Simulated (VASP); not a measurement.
# LiB2 (R-3m) in VASP: notebook, part 2 of 2

VASP 6.6.1. The steps go on from the part before.

**4. Relaxation of cell and atoms, PBE**

This run uses another cell than the first one, of 11.16 Å³/atom, 1.411 times its volume.

The input, INCAR:

```
  PREC = Accurate
  ENCUT = 600
  EDIFF = 1E-6
  ISMEAR = 0
  SIGMA = 0.1
  LREAL = False
  LASPH = True
  NELM = 100
  ALGO = Normal
  ISIF = 3
  LWAVE = False
  LCHARG = False
  GGA = PE
  IBRION = 2
  NSW = 90
  EDIFFG = -0.04
```

The input, KPOINTS:

```
Automatic mesh
0
Gamma
  6 6 6
```

The input, POSCAR:

```
LiB2
1.0
    1.5561432300      0.8984397200      3.9908309700
   -1.5561432300      0.8984397200      3.9908309700
    0.0000000000     -1.7968794300      3.9908309700
Li B
1 2
Direct
    0.0000000000      0.0000000000      0.0000000000
    0.4160641100      0.4160641100      0.4160641100
    0.5839358900      0.5839358900      0.5839358900
```

On the command line:

```bash
> cat potpaw_PBE.64/Li_sv/POTCAR potpaw_PBE.64/B/POTCAR > POTCAR
> mpirun -np 1 vasp_std > vasp.out
```

It took 2.4 min on 1 thread of Intel Xeon 6975P-C (Granite Rapids), shared host; peak memory 0.2 GiB.

The run converged. Its results:

```
Free energy                            : -13.5486 eV
Relaxed volume                         : 7.98 Å³/atom
Relaxed cell                           : a = 3.054 Å, b = 3.054 Å, c = 3.054 Å, α = 69.02°, β = 69.02°, γ = 69.02°
Space group after relaxing (to 0.05 Å) : R-3m (No. 166)
Energy gained by relaxing              : 1386.4 meV/atom
Ionic steps                            : 39
Pressure after relaxing                : -0.5 GPa
Largest force after relaxing           : 0.038 eV/Å
```

Forces in eV/Å, atoms in the order of the input:
```
Li   0.000  0.000  0.000
B    0.000  0.000 -0.038
B    0.000  0.000  0.038
```

Step by step:
```tsv
step	energy change (eV)	largest force (eV/Å)	pressure (GPa)	volume (Å³)
1	0.0000	2.4774	-2.25	33.48
2	-0.8839	0.3293	1.84	32.56
3	-0.8981	1.2183	3.07	32.44
4	-1.3051	2.7233	-0.51	33.15
5	-2.2172	7.4254	0.05	34.13
6	6.8637	47.8217	85.02	29.60
7	0.3361	22.8192	26.85	34.03
8	0.3337	22.8149	26.80	34.04
9	0.3267	22.8003	26.70	34.06
10	0.3132	22.7737	26.49	34.11
11	0.2886	22.7265	26.07	34.21
12	0.2488	22.6474	25.32	34.40
13	0.2070	22.5522	24.11	34.75
14	0.2717	22.5973	22.81	35.34
15	0.1564	22.0075	21.85	35.36
16	-0.1717	20.2914	19.04	35.42
17	-0.7519	17.1492	13.80	35.55
18	-1.6475	11.9661	4.80	35.79
19	-2.6472	4.9907	-8.32	36.29
20	-2.9199	0.9427	-21.40	37.29
21	-2.9741	0.2598	-19.60	37.07
22	-2.9847	0.4884	-17.86	36.90
23	-2.9853	0.3332	-18.21	36.93
24	-3.0146	0.3438	-18.13	36.69
25	-3.1015	0.3763	-17.83	35.99
26	-3.2688	0.4597	-17.10	34.61
27	-3.5719	0.6473	-14.84	31.95
28	-3.9922	1.1446	-5.65	27.03
29	-3.2455	2.1250	55.83	18.70
30	-4.0487	1.4613	0.27	25.35
31	-4.0554	1.5952	3.60	24.56
32	-4.1315	0.6769	1.47	24.16
33	-4.1441	0.3148	1.18	23.96
34	-4.1456	0.2308	1.13	23.88
35	-4.1459	0.1913	1.13	23.83
36	-4.1541	0.1345	0.26	23.92
37	-4.1587	0.0309	-0.98	24.05
38	-4.1587	0.0348	-0.94	24.05
39	-4.1592	0.0383	-0.53	23.95
```

Final structure:
```
Li B
1.0
     1.73023    0.99895    2.30975
    -1.73023    0.99895    2.30975
     0.00000   -1.99789    2.30975
Li B
1 2
Direct
  0.00000 0.00000 0.00000
  0.37513 0.37513 0.37513
  0.62487 0.62487 0.62487
```

Levels at points of the mesh, in eV from the Fermi level:
```tsv
k point	band 2	band 3	band 4	band 5	band 6	band 7	band 8
(0.00, 0.00, 0.00)	-11.33	2.10	2.10	2.21	2.95	2.95	5.38
(0.50, 0.00, 0.00)	-9.15	-5.98	0.32	0.65	5.90	6.56	9.71
(0.50, 0.50, 0.00)	-6.53	-6.44	-3.52	-0.49	4.05	4.77	10.73
(0.50, 0.50, 0.50)	-6.65	-5.95	-0.88	-0.88	3.56	3.86	3.86
```

Caveat: the k points lie up to 0.38 Å⁻¹ apart in the final cell; the cutoff is under 1.25 times the usual one of these potentials, so pressure, stress and relaxed cells hold a basis-set (Pulay) error; the volume moved by over 15 % at a fixed basis, so the end points are rough.

**5. Single point, PBE**

This run uses another cell than the first one, of 7.83 Å³/atom, 0.990 times its volume.

The input, INCAR:

```
ALGO = Normal ; EDIFF = 1E-7
ENCUT = 520 ; GGA = PE
ISIF = 2 ; ISMEAR = 0
LASPH = True ; LCHARG = False
LREAL = False ; LWAVE = False
NBANDS = 12 ; NELM = 60
PREC = Accurate ; SIGMA = 0.1
```

The input, KPOINTS:

```
k-points
0
Gamma
  18 18 18
```

The input, POSCAR:

```
LiB2
1.0
    1.7122862509      0.9885889279      2.3117129129
   -1.7122862509      0.9885889279      2.3117129129
    0.0000000000     -1.9771778558      2.3117129129
Li B
1 2
Direct
    0.0000000000      0.0000000000      0.0000000000
    0.3703067966      0.3703067966      0.3703067966
    0.6296932034      0.6296932034      0.6296932034
```

On the command line:

```bash
> cat potpaw_PBE.64/Li_sv/POTCAR potpaw_PBE.64/B/POTCAR > POTCAR
> mpirun -np 1 vasp_std > vasp.out
```

It took 38 s on 1 thread of Intel Xeon 6975P-C (Granite Rapids), shared host; peak memory 0.25 GiB.

Results (log left out):

* Free energy: -13.5166 eV
* Largest force: 0.008 eV/Å

Forces on the atoms (eV/Å):
```
Li   0.000  0.000  0.000
B    0.000  0.000  0.008
B    0.000  0.000 -0.008
```

Levels at points of the mesh, in eV from the Fermi level:
```csv
k point,band 3,band 4,band 5,band 6,band 7,band 8
"(0.00, 0.00, 0.00)",1.81,1.81,2.68,3.17,3.17,5.48
"(0.50, 0.00, 0.00)",-6.10,-0.01,0.88,6.47,6.88,9.18
"(0.50, 0.50, 0.00)",-6.45,-3.61,-0.58,4.06,4.69,11.00
"(0.50, 0.50, 0.50)",-6.13,-0.86,-0.86,3.73,3.77,3.77
```

Caveat: the cutoff is under 1.25 times the usual one of these potentials, so pressure, stress and relaxed cells hold a basis-set (Pulay) error.

**6. Relaxation of cell and atoms, PBE**

The input, INCAR:

```
SYSTEM = LiB2
PREC = Accurate ; ENCUT = 600
EDIFF = 1E-7 ; ISMEAR = 0
SIGMA = 0.1 ; LREAL = .False.
LASPH = .True. ; NELM = 60
ALGO = Normal ; ISIF = 3
LWAVE = .False. ; LCHARG = .False.
GGA = PE ; IBRION = 2
NSW = 100 ; EDIFFG = -0.01
```

The input, KPOINTS:

```
regular mesh
0
Gamma
  18 18 18
  0 0 0
```

The input, POSCAR:

```
LiB2
1.0
    1.7234699351      0.9950458309      2.3056703371
   -1.7234699351      0.9950458309      2.3056703371
    0.0000000000     -1.9900916619      2.3056703371
Li B
1 2
Direct
    0.0000000000      0.0000000000      0.0000000000
    0.3739839154      0.3739839154      0.3739839154
    0.6260160846      0.6260160846      0.6260160846
```

Potentials or basis: VASP PAW PBE potentials, release 64 (Li_sv, B).

On the command line:

```bash
> cat potpaw_PBE.64/Li_sv/POTCAR potpaw_PBE.64/B/POTCAR > POTCAR
> mpirun -np 1 vasp_std > vasp.out
```

OUTCAR:

```text
SYSTEM = LiB2
   PREC = Accurate
   ENCUT = 600
   EDIFF = 1E-7
   ISMEAR = 0
   LREAL = .False.
   LASPH = .True.
   NELM = 60
   ISIF = 3
   GGA = PE
   IBRION = 2
   NSW = 100
   EDIFFG = -0.01

 ion  position               nearest neighbor table
   1  0.000  0.000  0.000-   3 2.01   2 2.01   3 2.01   3 2.01   2 2.01   2 2.01
   2  0.374  0.374  0.374-   3 1.74   1 2.01   1 2.01   1 2.01   3 2.07   3 2.07   3 2.07
   3  0.626  0.626  0.626-   2 1.74   1 2.01   1 2.01   1 2.01   2 2.07   2 2.07   2 2.07

  LATTYP: Found a trigonal (rhomboedric) cell.
 ALAT       =     3.0457479420
 COS(alpha) =     0.3596026879

  Lattice vectors:

 A1 = (   1.7234699351,   0.9950458309,   2.3056703371)
 A2 = (  -1.7234699351,   0.9950458309,   2.3056703371)
 A3 = (   0.0000000000,  -1.9900916619,   2.3056703371)

Analysis of symmetry for initial positions (statically):
=====================================================================
 Subroutine PRICEL returns:
 Original cell was already a primitive cell.

 Routine SETGRP: Setting up the symmetry group for a
 trigonal (rhombohedral) supercell.

 Subroutine GETGRP returns: Found 12 space group operations
 (whereof 12 operations were pure point group operations)
 out of a pool of 12 trial point group operations.

The static configuration has the point symmetry D_3d.

Analysis of symmetry for dynamics (positions and initial velocities):
=====================================================================
 Subroutine PRICEL returns:
 Original cell was already a primitive cell.

 Routine SETGRP: Setting up the symmetry group for a
 trigonal (rhombohedral) supercell.

 Subroutine GETGRP returns: Found 12 space group operations
 (whereof 12 operations were pure point group operations)
 out of a pool of 12 trial point group operations.

The dynamic configuration has the point symmetry D_3d.

 Subroutine INISYM returns: Found 12 space group operations
 (whereof 12 operations are pure point group operations),
 and found     1 'primitive' translations

----------------------------------------------------------------------------------------

                                     Primitive cell

  volume of cell :      23.7244

  direct lattice vectors                    reciprocal lattice vectors
     1.723469935  0.995045831  2.305670337     0.290112400  0.167496473  0.144571116
    -1.723469935  0.995045831  2.305670337    -0.290112400  0.167496473  0.144571116
     0.000000000 -1.990091662  2.305670337     0.000000000 -0.334992945  0.144571116

  length of vectors
     3.045747942  3.045747942  3.045747942     0.364857617  0.364857617  0.364857617

  position of ions in fractional coordinates (direct lattice)
     0.000000000  0.000000000  0.000000000
     0.373983915  0.373983915  0.373983915
     0.626016085  0.626016085  0.626016085

  ion indices of the primitive-cell ions
   primitive index   ion index
                 1           1
                 2           2
                 3           3

[... 32 lines left out ...]
  0.222222 -0.000000  0.000000      6.000000
  0.277778  0.000000 -0.000000      6.000000
[... 16 lines left out ...]
 -0.277778  0.055556  0.000000     12.000000
 -0.222222  0.055556  0.000000     12.000000
 [... further k-points ...]
   k-points           NKPTS =    580   k-points in BZ     NKDIM =    580   number of bands    NBANDS=      8
   number of dos      NEDOS =    301   number of ions     NIONS =      3
   total plane-waves  NPLWV =  13824
   dimension x,y,z NGX =    24 NGY =   24 NGZ =   24
   dimension x,y,z NGXF=    48 NGYF=   48 NGZF=   48
   ions per type =               1   2
   NGX,Y,Z   is equivalent  to a cutoff of  13.10, 13.10, 13.10 a.u.
   NGXF,Y,Z  is equivalent  to a cutoff of  26.20, 26.20, 26.20 a.u.
 SYSTEM =  LiB2
   PREC   = accura    normal or accurate (medium, high low for compatibility)
   ISTART =      0    job   : 0-new  1-cont  2-samecut
   ICHARG =      2    charge: 1-file 2-atom 10-const
   ISPIN  =      1    spin polarized calculation?
   LNONCOLLINEAR =      F non collinear calculations
   LSORBIT =      F    spin-orbit coupling
   LASPH  =      T    aspherical Exc in radial PAW
   ENCUT  =  600.0 eV  44.10 Ry    6.64 a.u.   6.08  6.08  6.08*2*pi/ulx,y,z
   NELM   =     60;   NELMIN=  2; NELMDL= -5     # of ELM steps
   EDIFF  = 0.1E-06   stopping-criterion for ELM
   LREAL  =      F    real-space projection
   EDIFFG = -.1E-01   stopping-criterion for IOM
   NSW    =    100    number of steps for IOM
   IBRION =      2    ionic relax: 0-MD 1-quasi-New 2-CG
   NFREE  =      1    steps in history (QN), initial steepest desc. (CG)
   ISIF   =      3    stress and relaxation
   ISYM   =      2    0-nonsym 1-usesym 2-fastsym
   POTIM  = 0.5000    time-step for ionic-motion
   TEBEG  =    0.0;   TEEND  =   0.0 temperature during run
   PSTRESS=    0.0 pullay stress
   NELECT =       9.0000    total number of electrons
   NUPDOWN=      -1.0000    fix difference up-down
   EMIN   =  10.00;   EMAX   =-10.00  energy-range for DOS
   EFERMI =   0.00;   METHOD = LEGACY
   ISMEAR =     0;   SIGMA  =   0.10  broadening in eV -4-tet -1-fermi 0-gaus
   EFERMI_NEDOS =   21; number of points for ismear=-14 and -15
   IALGO  =     38    algorithm
   IMIX   =      4    mixing-type and parameters
     AMIX     =   0.40;   BMIX     =  1.00
     AMIX_MAG =   1.60;   BMIX_MAG =  1.00
  volume/ion in A,a.u.               =       7.91        53.37
  Fermi-wavevector in a.u.,A,eV,Ry     =   1.185106  2.239526 19.109064  1.404477
  Thomas-Fermi vector in A             =   2.321307
   LORBIT       =      0    0 simple, 1 ext, 2 COOP (PROOUT), +10 PAW based schemes
   GGA     = PE    functional components
   LHFCALC =     F    Hartree Fock is set to
   AEXX    =    0.0000 exact exchange contribution
   IVDW    =     0    specifies the selected vdW correction
   LEPSILON=     F    determine dielectric tensor
   LRPA    =     F    only Hartree local field effects (RPA)
 conjugate gradient relaxation of ions
 non-spin polarized calculation
 Gauss-broadening in eV      SIGMA  =   0.10
  energy-cutoff  :      600.00
  volume of cell :       23.72
 maximum number of plane-waves:       807
   NGX = 13   NGY = 13   NGZ = 13

--------------------------------------- Ionic step        1  -------------------------------------------

 number of electron       9.0000003 magnetization

 Free energy of the ion-electron system (eV)
  ---------------------------------------------------
  ext. energy  EPLUGINS =         0.00000000
  ---------------------------------------------------
  free energy    TOTEN  =       -13.51693189 eV

  energy without entropy =      -13.51151337  energy(sigma->0) =      -13.51422263

------------------------ aborting loop because EDIFF is reached ----------------------------------------

  FORCE on cell =-STRESS in cart. coord.  units (eV):
  Direction    XX          YY          ZZ          XY          YZ          ZX
  --------------------------------------------------------------------------------------
  -------------------------------------------------------------------------------------
  Total        0.0086240      0.0086240      0.1190798      0.0000000     -0.0000000     -0.0000000
  in kB        0.5824067      0.5824067      8.0418041      0.0000000     -0.0000000     -0.0000000
  external PRESSURE =       3.0688725 kB  Pullay stress =       0.0000000 kB
[... 172 lines left out ...]
--------------------------------------- Ionic step        6  -------------------------------------------

 number of electron       9.0000001 magnetization

 Free energy of the ion-electron system (eV)
  ---------------------------------------------------
  ext. energy  EPLUGINS =         0.00000000
  ---------------------------------------------------
  free energy    TOTEN  =       -13.51993218 eV

  energy without entropy =      -13.51468513  energy(sigma->0) =      -13.51730866

 E-fermi :   4.4620     XC(G=0): -10.9597

 val. band max:        4.4613320601   @ k =  -0.2222   0.2222   0.1111
 cond. band min:       4.4638629318   @ k =  -0.0556   0.2222   0.0556
 fundamental gap:      0.0025308717
 Fermi energy:         4.4620267152

 k-point     1 :       0.0000    0.0000    0.0000
  band No.  band energies     occupation
      1     -40.0455      2.00000
      2      -6.9710      2.00000
      3       6.2999      0.00000
      4       6.2999      0.00000
      5       7.0476      0.00000
      6       7.5828      0.00000
      7       7.5828      0.00000
      8       9.8989      0.00000
[... 243 lines left out ...]
 k-point    24 :      -0.2222    0.0556    0.0000
  band No.  band energies     occupation
      1     -40.0384      2.00000
      2      -6.2489      2.00000
      3       1.8464      2.00000
      4       4.5443      0.24472
      5       5.9705      0.00000
      6       9.6728      0.00000
      7      10.6039      0.00000
      8      12.4529      0.00000

 [... further k-points ...]
[... 5 lines left out ...]
  --------------------------------------------------------------------------------------
  -------------------------------------------------------------------------------------
  Total        0.0027463      0.0027463     -0.0017837      0.0000000      0.0000000      0.0000000
  in kB        0.1867901      0.1867901     -0.1213195      0.0000000      0.0000000      0.0000000
  external PRESSURE =       0.0840869 kB  Pullay stress =       0.0000000 kB
[... 18 lines left out ...]
  FREE ENERGIE OF THE ION-ELECTRON SYSTEM (eV)
  ---------------------------------------------------
  free  energy   TOTEN  =       -13.5199321812 eV

  energy  without entropy=      -13.5146851309  energy(sigma->0) =      -13.51730866

 reached required accuracy - stopping structural energy minimisation
```

OSZICAR:

```text
N       E                     dE             d eps       ncg     rms          rms(c)
DAV:   1     0.119011955733E+02    0.11901E+02   -0.40144E+03  9280   0.110E+03
DAV:   2    -0.133885061955E+02   -0.25290E+02   -0.24720E+02 14664   0.147E+02
[... 43 lines left out ...]
   5 F= -.13519907E+02 E0= -.13517279E+02  d E =-.936298E-03
       N       E                     dE             d eps       ncg     rms          rms(c)
DAV:   1    -0.135199353354E+02   -0.28503E-04   -0.28779E-03 10360   0.514E-01    0.166E-02
DAV:   2    -0.135199329298E+02    0.24057E-05   -0.16169E-05 14600   0.397E-02    0.954E-03
DAV:   3    -0.135199321604E+02    0.76938E-06   -0.38940E-06 10968   0.125E-02    0.199E-03
DAV:   4    -0.135199321812E+02   -0.20830E-07   -0.17676E-07  8464   0.381E-03
   6 F= -.13519932E+02 E0= -.13517309E+02  d E =-.253819E-04
```

CONTCAR:

```text
LiB2
   1.00000000000000
     1.7163603861032630    0.9909411308734737    2.3083580935506589
    -1.7163603861032630    0.9909411308734737    2.3083580935506589
    -0.0000000000000000   -1.9818822618466483    2.3083580935507091
  Li              B
     1     2
Direct
     1.0000000000000000    1.0000000000000000    1.0000000000000000
     0.3709479728341784    0.3709479728341784    0.3709479728341784
     0.6290520271658216    0.6290520271658216    0.6290520271658216

  0.00000000E+00  0.00000000E+00  0.00000000E+00
  0.00000000E+00  0.00000000E+00  0.00000000E+00
  0.00000000E+00  0.00000000E+00  0.00000000E+00
```

Run time: 1.7 min. Hardware: 1 thread of Intel Xeon 6975P-C (Granite Rapids), shared host; peak memory 0.24 GiB.

What came out:

```
Free energy                            : -13.5199 eV
Relaxed volume                         : 7.85 Å³/atom
Relaxed cell                           : a = 3.042 Å, b = 3.042 Å, c = 3.042 Å, α = 68.69°, β = 68.69°, γ = 68.69°
Space group after relaxing (to 0.05 Å) : R-3m (No. 166)
Energy gained by relaxing              : 1.0 meV/atom
Ionic steps                            : 6
Pressure after relaxing                : 0.0 GPa
```

The path:
```tsv
step	energy change (eV)	largest force (eV/Å)	pressure (GPa)	volume (Å³)
1	0.0000	0.1534	0.31	23.72
2	-0.0017	0.0690	-0.46	23.78
3	-0.0020	0.0166	-0.97	23.81
4	-0.0029	0.0135	-0.31	23.65
5	-0.0030	0.0122	0.07	23.56
6	-0.0030	0.0015	0.01	23.56
```

Final structure:
```cif
data_structure
_symmetry_space_group_name_H-M 'P 1'
_symmetry_Int_Tables_number 1
_cell_length_a 3.0424
_cell_length_b 3.0424
_cell_length_c 3.0424
_cell_angle_alpha 68.685
_cell_angle_beta 68.685
_cell_angle_gamma 68.685
_cell_volume 23.56
loop_
_atom_site_label
_atom_site_type_symbol
_atom_site_fract_x
_atom_site_fract_y
_atom_site_fract_z
_atom_site_occupancy
Li1 Li 0.00000 0.00000 0.00000 1
B1 B 0.37095 0.37095 0.37095 1
B2 B 0.62905 0.62905 0.62905 1
```

Caveat: the cutoff is under 1.25 times the usual one of these potentials, so pressure, stress and relaxed cells hold a basis-set (Pulay) error.

**7. Overview**

```csv
task,cell,k mesh,cutoff (eV),gap on the mesh (eV),pressure (GPa),largest force (eV/Å)
single point,"a = 3.046 Å, angles 68.9°, 3 atoms",6 × 6 × 6,520,none,-,0.01
single point,"a = 4.377 Å, angles 41.7°, 3 atoms",6 × 6 × 6,520,none,-,2.48
relaxation of cell and atoms,"relaxed from a = 4.377 Å, angles 41.7°, 3 atoms",6 × 6 × 6,600,none,-0.5,0.04
single point,"a = 3.042 Å, angles 68.5°, 3 atoms",18 × 18 × 18,520,none,-,0.01
relaxation of cell and atoms,"relaxed from a = 3.046 Å, angles 68.9°, 3 atoms",18 × 18 × 18,600,none,0.0,-
```

Alike in all rows: level PBE; potentials or basis VASP PAW PBE potentials, release 64 (Li_sv, B); no spin polarisation; smearing gaussian 0.1 eV.

Caveats: some runs use coarse meshes; the cutoff is under 1.25 times the usual one of these potentials, so pressure, stress and relaxed cells hold a basis-set (Pulay) error; forces of over 1 eV/Å act on the atoms, so gaps and moduli don't describe the material at rest (some runs); the volume moved by over 15 % at a fixed basis, so the end points are rough (some runs).

Total energies depend on the potentials used, so only differences within one code and one set of settings carry meaning.
